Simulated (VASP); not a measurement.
CuI: single point with RPBE+D3(BJ)

CuI:

```xyz
2
Lattice="0.0000 2.9982 2.9982 2.9982 0.0000 2.9982 2.9982 2.9982 0.0000" Properties=species:S:1:pos:R:3 pbc="T T T"
Cu    0.0000    0.0000    0.0000
I     1.4991    1.4991    1.4991
```

- Program: VASP 6.6.1
- Task: single point
- Functional: RPBE
- Dispersion: D3(BJ)
- Potentials or basis: VASP PAW PBE potentials, release 64 (Cu, I)
- Cutoff: 520 eV
- k mesh: 5 × 5 × 5
- Occupations: gaussian, width 0.0429 eV
- Spin: no spin polarisation

| Property | Result |
| --- | --- |
| Pressure | -5.9 GPa |
| Band gap on the k mesh | 1.37 eV, direct |
| Dispersion energy per atom | -1.445 eV |

Levels at points of the mesh, in eV from the valence-band top:
```
           k point  band 5  band 6  band 7  band 8  band 9  band 10  band 11  band 12  band 13  band 14
(0.00, 0.00, 0.00)   -1.96   -1.96    0.00    0.00    0.00     1.37     4.85     4.85     4.85     8.43
```

It took 9.9 s on 1 thread of Intel(R) Xeon(R) Platinum 8259CL CPU @ 2.50GHz (Skylake/Cascade Lake), on a shared host, peak memory 0.18 GiB.

Caveat: the PAW data sets were made with another functional, which shifts forces and pressure a little; spin-orbit coupling is left out, which moves the levels of the heavy elements. Expect the measured gap to be larger: semilocal functionals such as RPBE lack the derivative discontinuity.
